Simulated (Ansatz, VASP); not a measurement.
## Two plane-wave programs on CeO2

Contents of INCAR:

```
ALGO     = Normal         # electronic algorithm
EDIFF    = 1E-6           # SCF threshold, eV
ENCUT    = 520            # plane-wave cutoff, eV
GGA      = PE             # functional
ISIF     = 2              # what is computed and relaxed
ISMEAR   = 0              # smearing method
LASPH    = True           # aspherical terms in the spheres
LCHARG   = False          # write CHGCAR
LREAL    = False          # projectors in reciprocal space
LWAVE    = False          # write WAVECAR
NBANDS   = 19             # bands
NELM     = 80             # most SCF steps
PREC     = Accurate       # precision mode
SIGMA    = 0.05           # smearing width, eV
```

File KPOINTS:

```
k-points
0
Gamma
  12 12 12
```

Contents of POSCAR:

```
CeO2
1.0
    0.0000000000      2.7944461462      2.7944461462
    2.7944461462      0.0000000000      2.7944461462
    2.7944461462      2.7944461462      0.0000000000
Ce O
1 2
Direct
    0.0000000000      0.0000000000      0.0000000000
    0.2500000000      0.2500000000      0.2500000000
    0.7500000000      0.7500000000      0.7500000000
```

Input for Ansatz:

```yaml
crystal:
  lattice:
    - [0.0, 2.7944460947, 2.7944460947]
    - [2.7944460947, 0.0, 2.7944460947]
    - [2.7944460947, 2.7944460947, 0.0]
  atoms:
    - { symbol: Ce, position: [0.0, 0.0, 0.0] }
    - { symbol: O, position: [0.25, 0.25, 0.25] }
    - { symbol: O, position: [0.75, 0.75, 0.75] }
basis:
  ecutwfc: 420
  ecutrho_ratio: 4
kpoints:
  mp_grid: { grid: [12, 12, 12] }
hamiltonian:
  xc: pbe
scf:
  occupations: { method: gaussian, width: 0.05 }
output:
  forces: true
  stress: true
  eigenvalues: true
```

Alike in both runs: task single point; functional PBE; k mesh 12 × 12 × 12; occupations gaussian, width 0.05 eV; no spin polarisation.

|  | VASP | Ansatz |
| --- | --- | --- |
| version | VASP 6.6.1 | Ansatz 0.2.0 |
| potentials or method | VASP PAW PBE potentials, release 64 (Ce, O), cutoff 520 eV | scalar-relativistic, plane waves, PAW |
| valence electrons in the cell | 24 | 24 |

```tsv
	VASP	Ansatz	Ansatz less VASP
gap on the k mesh at the Fermi level (eV)	1.68	1.70	+0.027
least direct gap on the mesh (eV)	1.76	1.79	+0.027
pressure (GPa)	-10.2	-10.1	+0.07
```

Neither program's run includes spin-orbit coupling.
